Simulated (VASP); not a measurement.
# KTaO3 (Pm-3m) in VASP: single point with PBEsol

Aim: the single point of KTaO3 with PBEsol.

Program: VASP 6.6.1. These are calculated values, not measurements. Logs are shortened: lines on timing, memory, paths and dates and some standing lists are left out, and cuts for length are marked.

### Step 1. The cell of the first run

Symmetry: Pm-3m, No. 221, cubic system. Conventional cell: a = 3.988 Å, b = 3.988 Å, c = 3.988 Å, α = 90.00°, β = 90.00°, γ = 90.00°. Within 3.7 Å of K (site symmetry m-3m) lie 12 O at 2.82 Å and 8 Ta at 3.45 Å. Within 2.6 Å of Ta (site symmetry m-3m) lie 6 O at 1.99 Å. O (site symmetry 4/mmm) has 2 Ta at 1.99 Å within 2.6 Å.

### Step 2. Single point, PBEsol

Contents of INCAR:

```
SYSTEM = KTaO3
  PREC = Accurate
  ENCUT = 600
  EDIFF = 1E-6
  ISMEAR = 0
  SIGMA = 0.1
  LREAL = .FALSE.
  LASPH = .TRUE.
  NELM = 120
  ALGO = Normal
  ISIF = 2
  LWAVE = .FALSE.
  LCHARG = .TRUE.
  GGA = PS
  LELF = .TRUE.
  LVHAR = .TRUE.
  NBANDS = 27
  GGA_COMPAT = .FALSE.
```

Contents of KPOINTS:

```
regular mesh
0
G
  4 4 4
  0 0 0
```

Contents of POSCAR:

```
KTaO3
1.0
   -3.9883000000      0.0000000000      0.0000000000
    0.0000000000     -3.9883000000      0.0000000000
    0.0000000000      0.0000000000      3.9883000000
K Ta O
1 1 3
Direct
    0.5000000000      0.5000000000      0.5000000000
    0.0000000000      0.0000000000      0.0000000000
    0.5000000000      0.0000000000      0.0000000000
    0.0000000000      0.5000000000      0.0000000000
    0.0000000000      0.0000000000      0.5000000000
```

Potentials or basis: VASP PAW PBE potentials, release 64 (K_sv, Ta_pv, O).

The run is started by

```console
cat potpaw_PBE.64/K_sv/POTCAR potpaw_PBE.64/Ta_pv/POTCAR potpaw_PBE.64/O/POTCAR > POTCAR
mpirun -np 1 vasp_std > vasp.out
```

OUTCAR:

```text
SYSTEM = KTaO3
   PREC = Accurate
   ENCUT = 600
   EDIFF = 1E-6
   ISMEAR = 0
   LREAL = .FALSE.
   LASPH = .TRUE.
   NELM = 120
   ISIF = 2
   GGA = PS

 ion  position               nearest neighbor table
   1  0.500  0.500  0.500-   3 2.82   4 2.82   5 2.82   3 2.82   4 2.82   3 2.82   5 2.82   3 2.82
                             4 2.82   5 2.82   4 2.82   5 2.82   2 3.45   2 3.45   2 3.45   2 3.45
   2  0.000  0.000  0.000-   3 1.99   4 1.99   5 1.99   5 1.99   4 1.99   3 1.99   1 3.45   1 3.45
                             1 3.45   1 3.45   1 3.45   1 3.45   1 3.45   1 3.45
   3  0.500  0.000  0.000-   2 1.99   2 1.99   1 2.82   1 2.82   1 2.82   1 2.82
   4  0.000  0.500  0.000-   2 1.99   2 1.99   1 2.82   1 2.82   1 2.82   1 2.82
   5  0.000  0.000  0.500-   2 1.99   2 1.99   1 2.82   1 2.82   1 2.82   1 2.82

  LATTYP: Found a simple cubic cell.
 ALAT       =     3.9883000000

  Lattice vectors:

 A1 = (  -3.9883000000,   0.0000000000,   0.0000000000)
 A2 = (   0.0000000000,  -3.9883000000,   0.0000000000)
 A3 = (   0.0000000000,   0.0000000000,   3.9883000000)

Analysis of symmetry for initial positions (statically):
=====================================================================
 Subroutine PRICEL returns:
 Original cell was already a primitive cell.

 Routine SETGRP: Setting up the symmetry group for a
 simple cubic supercell.

 Subroutine GETGRP returns: Found 48 space group operations
 (whereof 48 operations were pure point group operations)
 out of a pool of 48 trial point group operations.

The static configuration has the point symmetry O_h .

Analysis of symmetry for dynamics (positions and initial velocities):
=====================================================================
 Subroutine PRICEL returns:
 Original cell was already a primitive cell.

 Routine SETGRP: Setting up the symmetry group for a
 simple cubic supercell.

 Subroutine GETGRP returns: Found 48 space group operations
 (whereof 48 operations were pure point group operations)
 out of a pool of 48 trial point group operations.

The dynamic configuration has the point symmetry O_h .

 Subroutine INISYM returns: Found 48 space group operations
 (whereof 48 operations are pure point group operations),
 and found     1 'primitive' translations

----------------------------------------------------------------------------------------

                                     Primitive cell

  volume of cell :      63.4400

  direct lattice vectors                    reciprocal lattice vectors
    -3.988300000  0.000000000  0.000000000    -0.250733395  0.000000000  0.000000000
     0.000000000 -3.988300000  0.000000000     0.000000000 -0.250733395  0.000000000
     0.000000000  0.000000000  3.988300000     0.000000000  0.000000000  0.250733395

  length of vectors
     3.988300000  3.988300000  3.988300000     0.250733395  0.250733395  0.250733395

  position of ions in fractional coordinates (direct lattice)
     0.500000000  0.500000000  0.500000000
     0.000000000  0.000000000  0.000000000
     0.500000000  0.000000000  0.000000000
     0.000000000  0.500000000  0.000000000
     0.000000000  0.000000000  0.500000000

  ion indices of the primitive-cell ions
   primitive index   ion index
                 1           1
                 2           2
                 3           3
                 4           4
                 5           5

----------------------------------------------------------------------------------------

 KPOINTS: regular mesh

Automatic generation of k-mesh.
 Grid dimensions read from file:
 generate k-points for:    4    4    4

 Generating k-lattice:

  Cartesian coordinates                     Fractional coordinates (reciprocal lattice)
    -0.062683349  0.000000000  0.000000000     0.250000000  0.000000000  0.000000000
     0.000000000 -0.062683349  0.000000000     0.000000000  0.250000000  0.000000000
     0.000000000  0.000000000  0.062683349     0.000000000  0.000000000  0.250000000

  Length of vectors
     0.062683349  0.062683349  0.062683349

  Shift w.r.t. Gamma in fractional coordinates (k-lattice)
     0.000000000  0.000000000  0.000000000

 Subroutine IBZKPT returns following result:
 ===========================================

 Found     10 irreducible k-points:

 Following reciprocal coordinates:
            Coordinates               Weight
  0.000000  0.000000  0.000000      1.000000
  0.250000  0.000000  0.000000      6.000000
  0.500000  0.000000  0.000000      3.000000
  0.250000  0.250000  0.000000     12.000000
  0.500000  0.250000  0.000000     12.000000
  0.500000  0.500000  0.000000      3.000000
  0.250000  0.250000  0.250000      8.000000
  0.500000  0.250000  0.250000     12.000000
  0.500000  0.500000  0.250000      6.000000
  0.500000  0.500000  0.500000      1.000000
   k-points           NKPTS =     10   k-points in BZ     NKDIM =     10   number of bands    NBANDS=     27
   number of dos      NEDOS =    301   number of ions     NIONS =      5
   total plane-waves  NPLWV =  32768
   dimension x,y,z NGX =    32 NGY =   32 NGZ =   32
   dimension x,y,z NGXF=    64 NGYF=   64 NGZF=   64
   ions per type =               1   1   3
   NGX,Y,Z   is equivalent  to a cutoff of  13.34, 13.34, 13.34 a.u.
   NGXF,Y,Z  is equivalent  to a cutoff of  26.68, 26.68, 26.68 a.u.
 SYSTEM =  KTaO3
   PREC   = accura    normal or accurate (medium, high low for compatibility)
   ISTART =      0    job   : 0-new  1-cont  2-samecut
   ICHARG =      2    charge: 1-file 2-atom 10-const
   ISPIN  =      1    spin polarized calculation?
   LNONCOLLINEAR =      F non collinear calculations
   LSORBIT =      F    spin-orbit coupling
   LASPH  =      T    aspherical Exc in radial PAW
   ENCUT  =  600.0 eV  44.10 Ry    6.64 a.u.   7.97  7.97  7.97*2*pi/ulx,y,z
   NELM   =    120;   NELMIN=  2; NELMDL= -5     # of ELM steps
   EDIFF  = 0.1E-05   stopping-criterion for ELM
   LREAL  =      F    real-space projection
   EDIFFG = 0.1E-04   stopping-criterion for IOM
   NSW    =      0    number of steps for IOM
   IBRION =     -1    ionic relax: 0-MD 1-quasi-New 2-CG
   NFREE  =      0    steps in history (QN), initial steepest desc. (CG)
   ISIF   =      2    stress and relaxation
   ISYM   =      2    0-nonsym 1-usesym 2-fastsym
   POTIM  = 0.5000    time-step for ionic-motion
   TEBEG  =    0.0;   TEEND  =   0.0 temperature during run
   PSTRESS=    0.0 pullay stress
   NELECT =      38.0000    total number of electrons
   NUPDOWN=      -1.0000    fix difference up-down
   EMIN   =  10.00;   EMAX   =-10.00  energy-range for DOS
   EFERMI =   0.00;   METHOD = LEGACY
   ISMEAR =     0;   SIGMA  =   0.10  broadening in eV -4-tet -1-fermi 0-gaus
   EFERMI_NEDOS =   21; number of points for ismear=-14 and -15
   IALGO  =     38    algorithm
   IMIX   =      4    mixing-type and parameters
     AMIX     =   0.40;   BMIX     =  1.00
     AMIX_MAG =   1.60;   BMIX_MAG =  1.00
  volume/ion in A,a.u.               =      12.69        85.62
  Fermi-wavevector in a.u.,A,eV,Ry     =   1.380008  2.607837 25.911228  1.904422
  Thomas-Fermi vector in A             =   2.504925
   LORBIT       =      0    0 simple, 1 ext, 2 COOP (PROOUT), +10 PAW based schemes
   GGA     = PS    functional components
   LHFCALC =     F    Hartree Fock is set to
   AEXX    =    0.0000 exact exchange contribution
   IVDW    =     0    specifies the selected vdW correction
   LEPSILON=     F    determine dielectric tensor
   LRPA    =     F    only Hartree local field effects (RPA)
 non-spin polarized calculation
 Gauss-broadening in eV      SIGMA  =   0.10
  energy-cutoff  :      600.00
  volume of cell :       63.44
 maximum number of plane-waves:      2176
 NGX is ok and might be reduce to    32
   NGX = 15   NGY = 15   NGZ = 15

 number of electron      37.9999990 magnetization

 Free energy of the ion-electron system (eV)
  ---------------------------------------------------
  ext. energy  EPLUGINS =         0.00000000
  ---------------------------------------------------
  free energy    TOTEN  =       -42.90182111 eV

  energy without entropy =      -42.90182111  energy(sigma->0) =      -42.90182111

 E-fermi :   2.2455     XC(G=0): -11.1392

 val. band max:        1.6680544960   @ k =   0.5000   0.5000   0.5000
 cond. band min:       3.7356626183   @ k =   0.0000   0.0000   0.0000
 fundamental gap:      2.0676081223
 Fermi energy:         2.2454970185

 k-point     1 :       0.0000    0.0000    0.0000
  band No.  band energies     occupation
      1     -32.4225      2.00000
      2     -32.4225      2.00000
      3     -32.4225      2.00000
      4     -25.4526      2.00000
      5     -15.8187      2.00000
      6     -15.0910      2.00000
[... 19 lines left out ...]
     26       9.5756      0.00000
     27       9.5756      0.00000

 k-point     2 :       0.2500    0.0000    0.0000
  band No.  band energies     occupation
      1     -32.4682      2.00000
      2     -32.4207      2.00000
      3     -32.4207      2.00000
      4     -25.4378      2.00000
      5     -15.7164      2.00000
      6     -15.0791      2.00000
[... 19 lines left out ...]
     26      10.2868      0.00000
     27      10.7293      0.00000

 k-point     3 :       0.5000    0.0000    0.0000
  band No.  band energies     occupation
      1     -32.5132      2.00000
      2     -32.4189      2.00000
      3     -32.4189      2.00000
      4     -25.4230      2.00000
      5     -15.7129      2.00000
      6     -15.0671      2.00000
[... 174 lines left out ...]
      1     -32.5066      2.00000
      2     -32.5066      2.00000
      3     -32.4604      2.00000
      4     -25.3999      2.00000
      5     -14.7870      2.00000
      6     -14.1920      2.00000
[... 19 lines left out ...]
     26      12.4009      0.00000
     27      12.5849      0.00000

 k-point    10 :       0.5000    0.5000    0.5000
  band No.  band energies     occupation
      1     -32.5046      2.00000
      2     -32.5046      2.00000
      3     -32.5046      2.00000
      4     -25.3917      2.00000
      5     -14.1462      2.00000
      6     -14.1462      2.00000
[... 19 lines left out ...]
     26      12.3194      0.00000
     27      13.8588      0.00000

------------------------ aborting loop because EDIFF is reached ----------------------------------------

  FORCE on cell =-STRESS in cart. coord.  units (eV):
  Direction    XX          YY          ZZ          XY          YZ          ZX
  --------------------------------------------------------------------------------------
  -------------------------------------------------------------------------------------
  Total        0.0668904      0.0668904      0.0668904      0.0000000      0.0000000     -0.0000000
  in kB        1.6893165      1.6893165      1.6893165      0.0000000      0.0000000     -0.0000000
  external PRESSURE =       1.6893165 kB  Pullay stress =       0.0000000 kB

 VOLUME and BASIS-vectors are now :
 -----------------------------------------------------------------------------
  energy-cutoff  :      600.00
  volume of cell :       63.44
      direct lattice vectors                 reciprocal lattice vectors
    -3.988300000  0.000000000  0.000000000    -0.250733395  0.000000000  0.000000000
     0.000000000 -3.988300000  0.000000000     0.000000000 -0.250733395  0.000000000
     0.000000000  0.000000000  3.988300000     0.000000000  0.000000000  0.250733395

 POSITION                                       TOTAL-FORCE (eV/Angst)
 -----------------------------------------------------------------------------------
     -1.99415     -1.99415      1.99415         0.000000      0.000000      0.000000
      0.00000      0.00000      0.00000         0.000000      0.000000      0.000000
     -1.99415      0.00000      0.00000         0.000000      0.000000      0.000000
      0.00000     -1.99415      0.00000         0.000000      0.000000      0.000000
      0.00000      0.00000      1.99415         0.000000      0.000000      0.000000
 -----------------------------------------------------------------------------------
    total drift:                               -0.000000     -0.000000     -0.000000

  FREE ENERGIE OF THE ION-ELECTRON SYSTEM (eV)
  ---------------------------------------------------
  free  energy   TOTEN  =       -42.9018211103 eV

  energy  without entropy=      -42.9018211103  energy(sigma->0) =      -42.90182111
```

Wall time 12 s (1 thread of Intel Xeon 6975P-C (Granite Rapids), shared host); peak memory 0.18 GiB.

Results:

```
Free energy            : -42.9018 eV
Pressure               : 0.2 GPa
Band gap on the k mesh : 2.07 eV (least direct gap 2.69 eV)
```

Caveat: the PAW data sets were made with another functional, which shifts forces and pressure a little; spin-orbit coupling is left out, which moves the levels of the heavy elements.
